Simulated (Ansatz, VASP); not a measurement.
## Two plane-wave programs on Sc3Te

```xyz
4
Lattice="0.0000 3.5931 3.5931 3.5931 0.0000 3.5931 3.5931 3.5931 0.0000" Properties=species:S:1:pos:R:3 pbc="T T T"
Sc    1.7966    1.7966    1.7966
Sc    5.3897    5.3897    5.3897
Sc    3.5931    3.5931    3.5931
Te    0.0000    0.0000    0.0000
```

Alike in both runs: task single point; functional PBE; k mesh 7 × 7 × 7; occupations fermi-dirac, width 0.05 eV; no spin polarisation.

```csv
,VASP,Ansatz
version,VASP 6.6.1,Ansatz 0.2.0
potentials or method,"VASP PAW PBE potentials, release 64 (Sc_sv, Te)",Ansatz PAW
plane-wave cutoff (eV),500,420
valence electrons in the cell,39,49
```

Ansatz gave:

* gap on the k mesh at the Fermi level (eV): none
* pressure (GPa): -0.9

**Question.** What did VASP give for the same quantities?

**Answer.** gap on the k mesh at the Fermi level (eV): none; pressure (GPa): -0.8.

A gap of «none» marks a metal or a gap that the smearing closes. VASP's potentials hold 39 valence electrons a cell and Ansatz's 49, so a difference there can come from the potentials and not from the codes.

Neither program's run includes spin-orbit coupling.
